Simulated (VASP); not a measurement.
# Fe2O3 (R-3c) in VASP: single point with PBEsol+U

Aim: the single point of Fe2O3 with PBEsol+U.

Program: VASP 6.6.1. These are calculated values, not measurements. Logs are shortened: lines on timing, memory, paths and dates and some standing lists are left out, and cuts for length are marked.

### 1 The cell of the first run

The structure is trigonal, space group R-3c (No. 167). The conventional cell has a = 5.038 Å, b = 5.038 Å, c = 13.772 Å, α = 90.00°, β = 90.00°, γ = 120.00°. Fe (site symmetry 3) has 6 O at 1.95 to 2.12 Å within 2.6 Å. O (site symmetry 2) has 4 Fe at 1.95 to 2.12 Å and 8 O at 2.67 to 2.89 Å within 2.9 Å.

### 2 Single point, PBEsol+U, collinear spin, ferromagnetic start

Contents of INCAR:

```
SYSTEM = Fe2O3
PREC = Accurate
ENCUT = 600
EDIFF = 1E-6
ISMEAR = -1
SIGMA = 0.05
LREAL = .False.
LASPH = .True.
NELM = 200
ALGO = Normal
ISIF = 2
LWAVE = .False.
LCHARG = .True.
ISPIN = 2
MAGMOM = 3 3 3 3 0 0 0 0 0 0
LORBIT = 11
LMAXMIX = 4
LDAU = .True.
LDAUTYPE = 2
LDAUL = 2 -1
LDAUU = 8 0
LDAUJ = 0 0
LDAUPRINT = 1
GGA = PS
LELF = .True.
LVHAR = .True.
NBANDS = 49
GGA_COMPAT = .False.
```

Contents of KPOINTS:

```
Automatic mesh
0
Gamma
  7 7 7
  0 0 0
```

Contents of POSCAR:

```
Fe2O3
1.0
    2.5190000000      1.4543453281      4.5906666667
   -2.5190000000      1.4543453281      4.5906666667
    0.0000000000     -2.9086906562      4.5906666667
Fe O
4 6
Direct
    0.3553000000      0.3553000000      0.3553000000
    0.1447000000      0.1447000000      0.1447000000
    0.6447000000      0.6447000000      0.6447000000
    0.8553000000      0.8553000000      0.8553000000
    0.5559000000      0.2500000000      0.9441000000
    0.2500000000      0.9441000000      0.5559000000
    0.9441000000      0.5559000000      0.2500000000
    0.4441000000      0.7500000000      0.0559000000
    0.7500000000      0.0559000000      0.4441000000
    0.0559000000      0.4441000000      0.7500000000
```

Potentials or basis: VASP PAW PBE potentials, release 64 (Fe, O).

Launch:

```bash
cat potpaw_PBE.64/Fe/POTCAR potpaw_PBE.64/O/POTCAR > POTCAR
mpirun -np 1 vasp_std > vasp.out
```

OUTCAR:

```text
SYSTEM = Fe2O3
   PREC = Accurate
   ENCUT = 600
   EDIFF = 1E-6
   ISMEAR = -1
   LREAL = .False.
   LASPH = .True.
   NELM = 200
   ISIF = 2
   ISPIN = 2
   LORBIT = 11
   GGA = PS

 ion  position               nearest neighbor table
   1  0.355  0.355  0.355-   9 1.95  10 1.95   8 1.95   7 2.12   5 2.12   6 2.12   2 2.90   3 2.97
                             3 2.97   3 2.97
   2  0.145  0.145  0.145-   8 1.95  10 1.95   9 1.95   7 2.12   5 2.12   6 2.12   1 2.90   4 2.97
                             4 2.97   4 2.97
   3  0.645  0.645  0.645-   6 1.95   7 1.95   5 1.95  10 2.12   9 2.12   8 2.12   4 2.90   1 2.97
                             1 2.97   1 2.97
   4  0.855  0.855  0.855-   5 1.95   7 1.95   6 1.95  10 2.12   9 2.12   8 2.12   3 2.90   2 2.97
                             2 2.97   2 2.97
   5  0.556  0.250  0.944-   4 1.95   3 1.95   1 2.12   2 2.12
   6  0.250  0.944  0.556-   3 1.95   4 1.95   1 2.12   2 2.12
   7  0.944  0.556  0.250-   3 1.95   4 1.95   1 2.12   2 2.12
   8  0.444  0.750  0.056-   2 1.95   1 1.95   3 2.12   4 2.12
   9  0.750  0.056  0.444-   1 1.95   2 1.95   3 2.12   4 2.12
  10  0.056  0.444  0.750-   1 1.95   2 1.95   3 2.12   4 2.12

  LATTYP: Found a trigonal (rhomboedric) cell.
 ALAT       =     5.4345838643
 COS(alpha) =     0.5703114900

  Lattice vectors:

 A1 = (   2.5190000000,   1.4543453281,   4.5906666667)
 A2 = (  -2.5190000000,   1.4543453281,   4.5906666667)
 A3 = (   0.0000000000,  -2.9086906562,   4.5906666667)

Analysis of symmetry for initial positions (statically):
=====================================================================
 Subroutine PRICEL returns:
 Original cell was already a primitive cell.

 Routine SETGRP: Setting up the symmetry group for a
 trigonal (rhombohedral) supercell.

 Subroutine GETGRP returns: Found 12 space group operations
 (whereof  6 operations were pure point group operations)
 out of a pool of 12 trial point group operations.

The static configuration has the point symmetry S_6 .
 The point group associated with its full space group is D_3d.

Analysis of symmetry for dynamics (positions and initial velocities):
=====================================================================
 Subroutine PRICEL returns:
 Original cell was already a primitive cell.

 Routine SETGRP: Setting up the symmetry group for a
 trigonal (rhombohedral) supercell.

 Subroutine GETGRP returns: Found 12 space group operations
 (whereof  6 operations were pure point group operations)
 out of a pool of 12 trial point group operations.

The dynamic configuration has the point symmetry S_6 .
 The point group associated with its full space group is D_3d.

Analysis of structural, dynamic, and magnetic symmetry:
=====================================================================
 Subroutine PRICEL returns:
 Original cell was already a primitive cell.

 Routine SETGRP: Setting up the symmetry group for a
 trigonal (rhombohedral) supercell.

 Subroutine GETGRP returns: Found 12 space group operations
 (whereof  6 operations were pure point group operations)
 out of a pool of 12 trial point group operations.

The overall configuration has the point symmetry S_6 .
 The point group associated with its full space group is D_3d.

 Subroutine INISYM returns: Found 12 space group operations
 (whereof  6 operations are pure point group operations),
 and found     1 'primitive' translations

----------------------------------------------------------------------------------------

                                     Primitive cell

  volume of cell :     100.9073

  direct lattice vectors                    reciprocal lattice vectors
     2.519000000  1.454345328  4.590666667     0.198491465  0.114599101  0.072611095
    -2.519000000  1.454345328  4.590666667    -0.198491465  0.114599101  0.072611095
     0.000000000 -2.908690656  4.590666667     0.000000000 -0.229198201  0.072611095

  length of vectors
     5.434583864  5.434583864  5.434583864     0.240425012  0.240425012  0.240425012

  position of ions in fractional coordinates (direct lattice)
     0.355300000  0.355300000  0.355300000
     0.144700000  0.144700000  0.144700000
     0.644700000  0.644700000  0.644700000
     0.855300000  0.855300000  0.855300000
     0.555900000  0.250000000  0.944100000
     0.250000000  0.944100000  0.555900000
[... 82 lines left out ...]
   ICHARG =      2    charge: 1-file 2-atom 10-const
   ISPIN  =      2    spin polarized calculation?
   LNONCOLLINEAR =      F non collinear calculations
   LSORBIT =      F    spin-orbit coupling
   LASPH  =      T    aspherical Exc in radial PAW
   ENCUT  =  600.0 eV  44.10 Ry    6.64 a.u.  10.85 10.85 10.85*2*pi/ulx,y,z
   NELM   =    200;   NELMIN=  2; NELMDL= -5     # of ELM steps
   EDIFF  = 0.1E-05   stopping-criterion for ELM
   LREAL  =      F    real-space projection
   EDIFFG = 0.1E-04   stopping-criterion for IOM
   NSW    =      0    number of steps for IOM
   IBRION =     -1    ionic relax: 0-MD 1-quasi-New 2-CG
   NFREE  =      0    steps in history (QN), initial steepest desc. (CG)
   ISIF   =      2    stress and relaxation
   ISYM   =      2    0-nonsym 1-usesym 2-fastsym
   POTIM  = 0.5000    time-step for ionic-motion
   TEBEG  =    0.0;   TEEND  =   0.0 temperature during run
   PSTRESS=    0.0 pullay stress
   NELECT =      68.0000    total number of electrons
   NUPDOWN=      -1.0000    fix difference up-down
   EMIN   =  10.00;   EMAX   =-10.00  energy-range for DOS
   EFERMI =   0.00;   METHOD = LEGACY
   ISMEAR =    -1;   SIGMA  =   0.05  broadening in eV -4-tet -1-fermi 0-gaus
   EFERMI_NEDOS =   21; number of points for ismear=-14 and -15
   IALGO  =     38    algorithm
   IMIX   =      4    mixing-type and parameters
     AMIX     =   0.40;   BMIX     =  1.00
     AMIX_MAG =   1.60;   BMIX_MAG =  1.00
  volume/ion in A,a.u.               =      10.09        68.10
  Fermi-wavevector in a.u.,A,eV,Ry     =   1.435281  2.712288 28.028426  2.060031
  Thomas-Fermi vector in A             =   2.554597
   LORBIT       =     11    0 simple, 1 ext, 2 COOP (PROOUT), +10 PAW based schemes
 LDA+U is selected, type is set to LDAUTYPE =  2
   angular momentum for each species LDAUL =     2   -1
   U (eV)           for each species LDAUU =   8.0  0.0
   J (eV)           for each species LDAUJ =   0.0  0.0
   GGA     = PS    functional components
   LHFCALC =     F    Hartree Fock is set to
   AEXX    =    0.0000 exact exchange contribution
   IVDW    =     0    specifies the selected vdW correction
   LEPSILON=     F    determine dielectric tensor
   LRPA    =     F    only Hartree local field effects (RPA)
 spin polarized calculation
  energy-cutoff  :      600.00
  volume of cell :      100.91
 maximum number of plane-waves:      3388
 NGX is ok and might be reduce to    48
   NGX = 21   NGY = 21   NGZ = 21

atom =   1  type =  1  l = 2

 onsite density matrix

spin component  1
[... 116 lines left out ...]
  o =  0.0487  v =  0.0000  0.0000  0.0000  0.0000  0.0000 -0.1479 -0.0002  0.0000 -0.6107 -0.7779      0.0000  0.0000  0.0000  0.0000  0.0000  0.0000  0.0000  0.0000  0.0000  0.0000
  o =  0.0487  v =  0.0000  0.0000  0.0000  0.0000  0.0000  0.7779 -0.6107  0.0000  0.0002 -0.1479      0.0000  0.0000  0.0000  0.0000  0.0000  0.0000  0.0000  0.0000  0.0000  0.0000
  o =  0.0575  v =  0.0000  0.0000  0.0000  0.0000  0.0000 -0.0000  0.0000  1.0000  0.0000  0.0000      0.0000  0.0000  0.0000  0.0000  0.0000  0.0000  0.0000  0.0000  0.0000  0.0000
  o =  0.2386  v =  0.0000  0.0000  0.0000  0.0000  0.0000  0.1142 -0.0001  0.0000 -0.7918  0.6000      0.0000  0.0000  0.0000  0.0000  0.0000  0.0000  0.0000  0.0000  0.0000  0.0000
  o =  0.2386  v =  0.0000  0.0000  0.0000  0.0000  0.0000 -0.6000 -0.7918  0.0000  0.0001  0.1142      0.0000  0.0000  0.0000  0.0000  0.0000  0.0000  0.0000  0.0000  0.0000  0.0000
  o =  1.0013  v = -0.1164 -0.0000  0.0000 -0.6350 -0.7637  0.0000  0.0000  0.0000  0.0000  0.0000      0.0000  0.0000  0.0000  0.0000  0.0000  0.0000  0.0000  0.0000  0.0000  0.0000
  o =  1.0013  v = -0.7637  0.6350 -0.0000 -0.0000  0.1164  0.0000  0.0000  0.0000  0.0000  0.0000      0.0000  0.0000  0.0000  0.0000  0.0000  0.0000  0.0000  0.0000  0.0000  0.0000
  o =  1.0046  v = -0.0000 -0.0000 -1.0000 -0.0000 -0.0000  0.0000  0.0000  0.0000  0.0000  0.0000      0.0000  0.0000  0.0000  0.0000  0.0000  0.0000  0.0000  0.0000  0.0000  0.0000
  o =  1.1250  v =  0.0957 -0.0000  0.0000 -0.7725  0.6278  0.0000  0.0000  0.0000  0.0000  0.0000      0.0000  0.0000  0.0000  0.0000  0.0000  0.0000  0.0000  0.0000  0.0000  0.0000
  o =  1.1250  v = -0.6278 -0.7725  0.0000  0.0000  0.0957  0.0000  0.0000  0.0000  0.0000  0.0000      0.0000  0.0000  0.0000  0.0000  0.0000  0.0000  0.0000  0.0000  0.0000  0.0000

 number of electron      68.0000009 magnetization      19.9999947

 Free energy of the ion-electron system (eV)
  ---------------------------------------------------
  ext. energy  EPLUGINS =         0.00000000
  ---------------------------------------------------
  free energy    TOTEN  =       -68.35763278 eV

  energy without entropy =      -68.35763278  energy(sigma->0) =      -68.35763278

 E-fermi :   4.2604     XC(G=0): -11.8653

 val. band max:        3.0705844977   @ k =  -0.1429   0.1429   0.0000
 cond. band min:       5.9459839744   @ k =  -0.2857   0.2857   0.0000
 fundamental gap:      2.8753994766
 Fermi energy:         4.2603730805

 spin component 1

 k-point     1 :       0.0000    0.0000    0.0000
  band No.  band energies     occupation
      1     -15.2416      1.00000
      2     -14.1251      1.00000
      3     -14.1251      1.00000
      4     -13.7480      1.00000
      5     -13.7480      1.00000
      6     -13.6653      1.00000
[... 2345 lines left out ...]
     45      11.0185      0.00000
     46      13.1931      0.00000

 [... further k-points ...]

 [bands above 46 left out]

------------------------ aborting loop because EDIFF is reached ----------------------------------------

  FORCE on cell =-STRESS in cart. coord.  units (eV):
  Direction    XX          YY          ZZ          XY          YZ          ZX
  --------------------------------------------------------------------------------------
  -------------------------------------------------------------------------------------
  Total       -3.9367774     -3.9367774     -5.9341512      0.0000000      0.0000000      0.0000000
  in kB      -62.5070103    -62.5070103    -94.2207325      0.0000000      0.0000000      0.0000000
  external PRESSURE =     -73.0782510 kB  Pullay stress =       0.0000000 kB

 VOLUME and BASIS-vectors are now :
 -----------------------------------------------------------------------------
  energy-cutoff  :      600.00
  volume of cell :      100.91
      direct lattice vectors                 reciprocal lattice vectors
     2.519000000  1.454345328  4.590666667     0.198491465  0.114599101  0.072611095
    -2.519000000  1.454345328  4.590666667    -0.198491465  0.114599101  0.072611095
     0.000000000 -2.908690656  4.590666667     0.000000000 -0.229198201  0.072611095

 POSITION                                       TOTAL-FORCE (eV/Angst)
 -----------------------------------------------------------------------------------
      0.00000      0.00000      4.89319         0.000000      0.000000     -0.638303
      0.00000      0.00000      1.99281         0.000000      0.000000      0.638303
      0.00000      0.00000      8.87881         0.000000      0.000000      0.638303
      0.00000      0.00000     11.77919         0.000000      0.000000     -0.638303
      0.77056     -1.57404      8.03367        -0.113342     -0.196315     -0.000000
     -1.74844      0.11969      8.03367        -0.113342      0.196315     -0.000000
      0.97788      1.45435      8.03367         0.226685      0.000000     -0.000000
     -0.77056      1.57404      5.73833         0.113342      0.196315     -0.000000
      1.74844     -0.11969      5.73833         0.113342     -0.196315     -0.000000
     -0.97788     -1.45435      5.73833        -0.226685      0.000000     -0.000000
 -----------------------------------------------------------------------------------
    total drift:                                0.000000      0.000000      0.000000

  FREE ENERGIE OF THE ION-ELECTRON SYSTEM (eV)
  ---------------------------------------------------
  free  energy   TOTEN  =       -68.3576327798 eV

  energy  without entropy=      -68.3576327798  energy(sigma->0) =      -68.35763278

 total charge

# of ion       s       p       d       tot
------------------------------------------
    1        0.399   0.579   5.853   6.831
    2        0.399   0.579   5.853   6.831
    3        0.399   0.579   5.853   6.831
    4        0.399   0.579   5.853   6.831
    5        1.544   3.497   0.000   5.041
    6        1.544   3.497   0.000   5.041
    7        1.544   3.497   0.000   5.041
    8        1.544   3.497   0.000   5.041
    9        1.544   3.497   0.000   5.041
   10        1.544   3.497   0.000   5.041
--------------------------------------------------
tot         10.862  23.296  23.412  57.571

 magnetization (x)

# of ion       s       p       d       tot
------------------------------------------
    1        0.027   0.043   4.606   4.676
    2        0.027   0.043   4.606   4.676
    3        0.027   0.043   4.606   4.676
    4        0.027   0.043   4.606   4.676
    5        0.012   0.233   0.000   0.245
    6        0.012   0.233   0.000   0.245
    7        0.012   0.233   0.000   0.245
    8        0.012   0.233   0.000   0.245
    9        0.012   0.233   0.000   0.245
   10        0.012   0.233   0.000   0.245
--------------------------------------------------
tot          0.179   1.569  18.424  20.171
```

It took 17 min on 1 thread of Oxide Virtual Turin-like, shared host; peak memory 0.6 GiB.

What came out:

```yaml
Free_energy: -68.3576 eV
Pressure: -7.3 GPa
Largest_force: 0.638 eV/Å
Band_gap_on_the_k_mesh: 2.88 eV (least direct gap 2.91 eV)
Net_moment: 20.00 μB per cell
Site_moments: Fe +4.68; O +0.24 μB
Valence_electrons_inside_the_program's_atomic_spheres: Fe 6.83; O 5.04
```

Forces on the atoms (eV/Å):
```
Fe   0.000  0.000 -0.638
Fe   0.000  0.000  0.638
Fe   0.000  0.000  0.638
Fe   0.000  0.000 -0.638
O   -0.113 -0.196  0.000
O   -0.113  0.196  0.000
O    0.227  0.000  0.000
O    0.113  0.196  0.000
O    0.113 -0.196  0.000
O   -0.227  0.000  0.000
```

Stress tensor (GPa, compression positive):
```
-6.25  0.00  0.00
 0.00 -6.25  0.00
 0.00  0.00 -9.42
```

Eigenvalues of the final occupation matrices:
```tsv
site	spin	trace	eigenvalues
site 1 d	1	5.26	1.00 1.00 1.00 1.13 1.13
site 1 d	2	0.63	0.05 0.05 0.06 0.24 0.24
site 2 d	1	5.26	1.00 1.00 1.00 1.13 1.13
site 2 d	2	0.63	0.05 0.05 0.06 0.24 0.24
site 3 d	1	5.26	1.00 1.00 1.00 1.13 1.13
site 3 d	2	0.63	0.05 0.05 0.06 0.24 0.24
site 4 d	1	5.26	1.00 1.00 1.00 1.13 1.13
site 4 d	2	0.63	0.05 0.05 0.06 0.24 0.24
```

Caveat: the cell stands under tension; the PAW data sets were made with another functional, which shifts forces and pressure a little; the run started ferromagnetic, and an antiferromagnetic order may lie lower in energy. A k mesh can miss the band edges.
